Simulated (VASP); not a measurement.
# GaN (Fm-3m) in VASP: further runs

Aim: see how the results for GaN move with the level of theory and the settings. Levels: LDA, PBEsol. Tasks: single point.

All numbers are computed with VASP 6.6.1; they aren't measurements. Logs are shortened: lines on timing, memory, paths and dates and some standing lists are left out, and cuts for length are marked.

### 1 The cell of the first run

Symmetry: Fm-3m, No. 225, cubic system. The conventional cell has a = 4.181 Å, b = 4.181 Å, c = 4.181 Å, α = 90.00°, β = 90.00°, γ = 90.00°. Within 2.8 Å of Ga (site symmetry m-3m) lie 6 N at 2.09 Å. Within 2.8 Å of N (site symmetry m-3m) lie 6 Ga at 2.09 Å.

### 2 Single point, LDA

INCAR reads:

```
SYSTEM = GaN
ALGO = Normal
EDIFF = 1E-6
ENCUT = 520
ISIF = 2
ISMEAR = -1
LASPH = .True.
LCHARG = .False.
LREAL = .False.
LWAVE = .False.
NBANDS = 16
NELM = 100
PREC = Accurate
SIGMA = 0.02
```

KPOINTS reads:

```
k-points
0
Gamma
  10 10 10
  0 0 0
```

POSCAR reads:

```
GaN
1.0
    0.0000000000      2.0904772156      2.0904772156
    2.0904772156      0.0000000000      2.0904772156
    2.0904772156      2.0904772156      0.0000000000
Ga N
1 1
Direct
    0.0000000000      0.0000000000      0.0000000000
    0.5000000000      0.5000000000      0.5000000000
```

Potentials or basis: VASP PAW LDA potentials, release 64 (Ga_d, N).

Command:

```sh
cat potpaw_LDA.64/Ga_d/POTCAR potpaw_LDA.64/N/POTCAR > POTCAR
mpirun -np 1 vasp_std > vasp.out
```

OUTCAR:

```text
SYSTEM = GaN
   EDIFF = 1E-6
   ENCUT = 520
   ISIF = 2
   ISMEAR = -1
   LASPH = .True.
   LREAL = .False.
   NELM = 100
   PREC = Accurate

 ion  position               nearest neighbor table
   1  0.000  0.000  0.000-   2 2.09   2 2.09   2 2.09   2 2.09   2 2.09   2 2.09
   2  0.500  0.500  0.500-   1 2.09   1 2.09   1 2.09   1 2.09   1 2.09   1 2.09

  LATTYP: Found a face centered cubic cell.
 ALAT       =     4.1809544312

  Lattice vectors:

 A1 = (   0.0000000000,   2.0904772156,   2.0904772156)
 A2 = (   2.0904772156,   0.0000000000,   2.0904772156)
 A3 = (   2.0904772156,   2.0904772156,   0.0000000000)

Analysis of symmetry for initial positions (statically):
=====================================================================
 Subroutine PRICEL returns:
 Original cell was already a primitive cell.

 Routine SETGRP: Setting up the symmetry group for a
 face centered cubic supercell.

 Subroutine GETGRP returns: Found 48 space group operations
 (whereof 48 operations were pure point group operations)
 out of a pool of 48 trial point group operations.

The static configuration has the point symmetry O_h .

Analysis of symmetry for dynamics (positions and initial velocities):
=====================================================================
 Subroutine PRICEL returns:
 Original cell was already a primitive cell.

 Routine SETGRP: Setting up the symmetry group for a
 face centered cubic supercell.

 Subroutine GETGRP returns: Found 48 space group operations
 (whereof 48 operations were pure point group operations)
 out of a pool of 48 trial point group operations.

The dynamic configuration has the point symmetry O_h .

 Subroutine INISYM returns: Found 48 space group operations
 (whereof 48 operations are pure point group operations),
 and found     1 'primitive' translations

----------------------------------------------------------------------------------------

                                     Primitive cell

  volume of cell :      18.2712

  direct lattice vectors                    reciprocal lattice vectors
     0.000000000  2.090477216  2.090477216    -0.239179837  0.239179837  0.239179837
     2.090477216  0.000000000  2.090477216     0.239179837 -0.239179837  0.239179837
     2.090477216  2.090477216  0.000000000     0.239179837  0.239179837 -0.239179837

  length of vectors
     2.956381230  2.956381230  2.956381230     0.414271630  0.414271630  0.414271630

  position of ions in fractional coordinates (direct lattice)
     0.000000000  0.000000000  0.000000000
     0.500000000  0.500000000  0.500000000

  ion indices of the primitive-cell ions
   primitive index   ion index
[... 77 lines left out ...]
   NSW    =      0    number of steps for IOM
   IBRION =     -1    ionic relax: 0-MD 1-quasi-New 2-CG
   NFREE  =      0    steps in history (QN), initial steepest desc. (CG)
   ISIF   =      2    stress and relaxation
   ISYM   =      2    0-nonsym 1-usesym 2-fastsym
   POTIM  = 0.5000    time-step for ionic-motion
   TEBEG  =    0.0;   TEEND  =   0.0 temperature during run
   PSTRESS=    0.0 pullay stress
   NELECT =      18.0000    total number of electrons
   NUPDOWN=      -1.0000    fix difference up-down
   EMIN   =  10.00;   EMAX   =-10.00  energy-range for DOS
   EFERMI =   0.00;   METHOD = LEGACY
   ISMEAR =    -1;   SIGMA  =   0.02  broadening in eV -4-tet -1-fermi 0-gaus
   EFERMI_NEDOS =   21; number of points for ismear=-14 and -15
   IALGO  =     38    algorithm
   IMIX   =      4    mixing-type and parameters
     AMIX     =   0.40;   BMIX     =  1.00
     AMIX_MAG =   1.60;   BMIX_MAG =  1.00
  volume/ion in A,a.u.               =       9.14        61.65
  Fermi-wavevector in a.u.,A,eV,Ry     =   1.628959  3.078287 36.103173  2.653508
  Thomas-Fermi vector in A             =   2.721504
   LORBIT       =      0    0 simple, 1 ext, 2 COOP (PROOUT), +10 PAW based schemes
   GGA     = CA    functional components
   LHFCALC =     F    Hartree Fock is set to
   AEXX    =    0.0000 exact exchange contribution
   IVDW    =     0    specifies the selected vdW correction
   LEPSILON=     F    determine dielectric tensor
   LRPA    =     F    only Hartree local field effects (RPA)
 non-spin polarized calculation
  energy-cutoff  :      520.00
  volume of cell :       18.27
 maximum number of plane-waves:       531
 NGX is ok and might be reduce to    24
   NGX = 11   NGY = 11   NGZ = 11

 number of electron      17.9999998 magnetization

 Free energy of the ion-electron system (eV)
  ---------------------------------------------------
  ext. energy  EPLUGINS =         0.00000000
  ---------------------------------------------------
  free energy    TOTEN  =       -13.08233813 eV

  energy without entropy =      -13.08233813  energy(sigma->0) =      -13.08233813

 E-fermi :   8.4167     XC(G=0): -13.6670

 val. band max:        8.0733132666   @ k =  -0.2000   0.2000   0.0000
 cond. band min:       8.7211315226   @ k =   0.5000   0.5000   0.0000
 fundamental gap:      0.6478182560
 Fermi energy:         8.4167089734

 k-point     1 :       0.0000    0.0000    0.0000
  band No.  band energies     occupation
      1      -9.4364      2.00000
      2      -5.9925      2.00000
      3      -5.9925      2.00000
      4      -5.9925      2.00000
      5      -5.8862      2.00000
      6      -5.8862      2.00000
[... 433 lines left out ...]
      3      -5.8446      2.00000
      4      -5.7945      2.00000
      5      -5.7337      2.00000
      6      -4.6900      2.00000
[... 8 lines left out ...]
     15      33.2084      0.00000
     16      34.6628      0.00000

 [... further k-points ...]

------------------------ aborting loop because EDIFF is reached ----------------------------------------

  FORCE on cell =-STRESS in cart. coord.  units (eV):
  Direction    XX          YY          ZZ          XY          YZ          ZX
  --------------------------------------------------------------------------------------
  -------------------------------------------------------------------------------------
  Total        0.1607629      0.1607629      0.1607629      0.0000000      0.0000000     -0.0000000
  in kB       14.0971116     14.0971116     14.0971116      0.0000000      0.0000000     -0.0000000
  external PRESSURE =      14.0971116 kB  Pullay stress =       0.0000000 kB

 VOLUME and BASIS-vectors are now :
 -----------------------------------------------------------------------------
  energy-cutoff  :      520.00
  volume of cell :       18.27
      direct lattice vectors                 reciprocal lattice vectors
     0.000000000  2.090477216  2.090477216    -0.239179837  0.239179837  0.239179837
     2.090477216  0.000000000  2.090477216     0.239179837 -0.239179837  0.239179837
     2.090477216  2.090477216  0.000000000     0.239179837  0.239179837 -0.239179837

 POSITION                                       TOTAL-FORCE (eV/Angst)
 -----------------------------------------------------------------------------------
      0.00000      0.00000      0.00000         0.000000     -0.000000     -0.000000
      2.09048      2.09048      2.09048        -0.000000      0.000000      0.000000
 -----------------------------------------------------------------------------------
    total drift:                                0.000000     -0.000000     -0.000000

  FREE ENERGIE OF THE ION-ELECTRON SYSTEM (eV)
  ---------------------------------------------------
  free  energy   TOTEN  =       -13.0823381286 eV

  energy  without entropy=      -13.0823381276  energy(sigma->0) =      -13.08233813
```

OSZICAR:

```text
N       E                     dE             d eps       ncg     rms          rms(c)
DAV:   1     0.674634251704E+02    0.67463E+02   -0.93993E+03  1784   0.209E+03
DAV:   2    -0.112483182418E+02   -0.78712E+02   -0.74198E+02  1752   0.313E+02
DAV:   3    -0.149168584378E+02   -0.36685E+01   -0.36593E+01  1736   0.571E+01
DAV:   4    -0.149431471271E+02   -0.26289E-01   -0.26286E-01  1896   0.504E+00
DAV:   5    -0.149434410945E+02   -0.29397E-03   -0.29397E-03  1768   0.502E-01    0.725E+00
DAV:   6    -0.131410137157E+02    0.18024E+01   -0.44092E+00  2136   0.415E+01    0.240E+00
DAV:   7    -0.131088375595E+02    0.32176E-01   -0.18130E-01  1784   0.472E+00    0.150E+00
DAV:   8    -0.130836922026E+02    0.25145E-01   -0.37236E-02  1776   0.202E+00    0.455E-01
DAV:   9    -0.130824445987E+02    0.12476E-02   -0.51132E-03  1744   0.159E+00    0.107E-01
DAV:  10    -0.130823416870E+02    0.10291E-03   -0.52170E-04  1736   0.264E-01    0.157E-02
DAV:  11    -0.130823380490E+02    0.36380E-05   -0.26934E-05  1896   0.532E-02    0.783E-03
DAV:  12    -0.130823381286E+02   -0.79548E-07   -0.12716E-06  1312   0.175E-02
   1 F= -.13082338E+02 E0= -.13082338E+02  d E =-.101343E-08
```

Run time: 25 s. Hardware: 1 thread of Intel Xeon 8259CL, shared host; peak memory 0.13 GiB.

What came out:

```
Free energy            : -13.0823 eV
Pressure               : 1.4 GPa
Band gap on the k mesh : 0.65 eV (least direct gap 3.25 eV)
```

Caveat: the structure was generated, so it needn't be the stable form of GaN.

### 3 Single point, PBEsol

This run uses another cell than the first one, of 9.39 Å³/atom.

INCAR reads:

```
  PREC = Accurate
  ENCUT = 520
  EDIFF = 1E-6
  ISMEAR = -1
  SIGMA = 0.02
  LREAL = False
  LASPH = True
  NELM = 60
  ALGO = Normal
  ISIF = 2
  LWAVE = False
  LCHARG = False
  GGA = PS
  NBANDS = 16
```

KPOINTS reads:

```
Automatic mesh
0
Gamma
  10 10 10
```

POSCAR reads:

```
GaN
1.0
    0.0000000000      2.1097329708      2.1097329708
    2.1097329708      0.0000000000      2.1097329708
    2.1097329708      2.1097329708      0.0000000000
Ga N
1 1
Direct
    0.0000000000      0.0000000000      0.0000000000
    0.5000000000      0.5000000000      0.5000000000
```

Potentials or basis: VASP PAW PBE potentials, release 64 (Ga_d, N).

Command:

```sh
cat potpaw_PBE.64/Ga_d/POTCAR potpaw_PBE.64/N/POTCAR > POTCAR
mpirun -np 1 vasp_std > vasp.out
```

Wall time 28 s (1 thread of Intel Xeon 8259CL, shared host); peak memory 0.14 GiB.

Results (log left out):

| Quantity | Value |
| --- | --- |
| Free energy | -12.2597 eV |
| Pressure | 0.5 GPa |
| Band gap on the k mesh | 0.57 eV (least direct gap 2.82 eV) |

Levels at points of the mesh, in eV from the valence-band top:
```
           k point  band 7  band 8  band 9  band 10  band 11  band 12
(0.00, 0.00, 0.00)   -0.50   -0.50   -0.50     2.32    14.66    14.66
(0.50, 0.00, 0.00)   -8.32   -0.14   -0.14     4.65     9.03     9.03
(0.50, 0.50, 0.00)   -7.22   -3.07   -3.07     0.57     7.71    11.93
```

Caveat: the structure was generated, so it needn't be the stable form of GaN; the PAW data sets were made with another functional, which shifts forces and pressure a little.
